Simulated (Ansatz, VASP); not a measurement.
**Two plane-wave programs on GeBiO4**

INCAR

```
SYSTEM = GeBiO4
PREC = Accurate
ENCUT = 520
EDIFF = 1E-6
ISMEAR = 0
SIGMA = 0.1
LREAL = .FALSE.
LASPH = .TRUE.
NELM = 60
ALGO = Normal
ISIF = 2
LWAVE = .FALSE.
LCHARG = .FALSE.
GGA = PE
NBANDS = 36
```

The input KPOINTS:

```
Automatic mesh
0
G
  6 6 4
  0 0 0
```

File POSCAR:

```
GeBiO4
1.0
    3.4388794800      0.0000000000      0.0000000000
    0.0000000000      3.4388794800      0.0000000000
    0.0000000000      0.0000000000      5.9273812400
Ge Bi O
1 1 4
Direct
    0.5000000000      0.5000000000      0.5000000000
    0.0000000000      0.0000000000      0.0000000000
    0.5000000000      0.0000000000      0.0000000000
    0.0000000000      0.5000000000      0.0000000000
    0.0000000000      0.0000000000      0.2770000100
    0.0000000000      0.0000000000      0.7229999900
```

Input for Ansatz:

```yaml
crystal:
  lattice:
    - [3.43887948, 0.0, 0.0]
    - [0.0, 3.43887948, 0.0]
    - [0.0, 0.0, 5.92738124]
  atoms:
    - { symbol: Ge, position: [0.5, 0.5, 0.5] }
    - { symbol: Bi, position: [0.0, 0.0, 0.0] }
    - { symbol: O, position: [0.5, 0.0, 0.0] }
    - { symbol: O, position: [0.0, 0.5, 0.0] }
    - { symbol: O, position: [0.0, 0.0, 0.27700001] }
    - { symbol: O, position: [0.0, 0.0, 0.72299999] }
basis:
  ecutwfc: 420
kpoints:
  mp_grid: { grid: [6, 6, 4] }
hamiltonian:
  xc: pbe
scf:
  occupations: { method: gaussian, width: 0.1 }
  lower_state_search: "off"
output:
  forces: true
  stress: true
  eigenvalues: true
```

Change from the starting cell: species swapped into the RbAlF4 type (P4/mmm, No. 123).

Alike in both runs: task single point; functional PBE; k mesh 6 × 6 × 4; occupations gaussian, width 0.1 eV; no spin polarisation.

|  | VASP | Ansatz |
| --- | --- | --- |
| version | VASP 6.6.1 | Ansatz 0.2.0 |
| potentials or method | VASP PAW PBE potentials, release 64 (Ge_d, Bi_d, O), cutoff 520 eV | scalar-relativistic, plane waves, PAW |
| valence electrons in the cell | 53 | 53 |

VASP gave:

```
gap on the k mesh at the Fermi level (eV) : none
rms of the force components (eV/Å)        : 7.155
```

Q: Which values does Ansatz return?

A: gap on the k mesh at the Fermi level (eV): none; rms of the force components (eV/Å): 7.462.

Atom by atom the forces differ by 0.308 eV/Å (rms over components). A gap of «none» marks a metal or a gap that the smearing closes. With one functional, cell and mesh, what is left measures potentials, basis and numerics.

Neither program's run includes spin-orbit coupling.
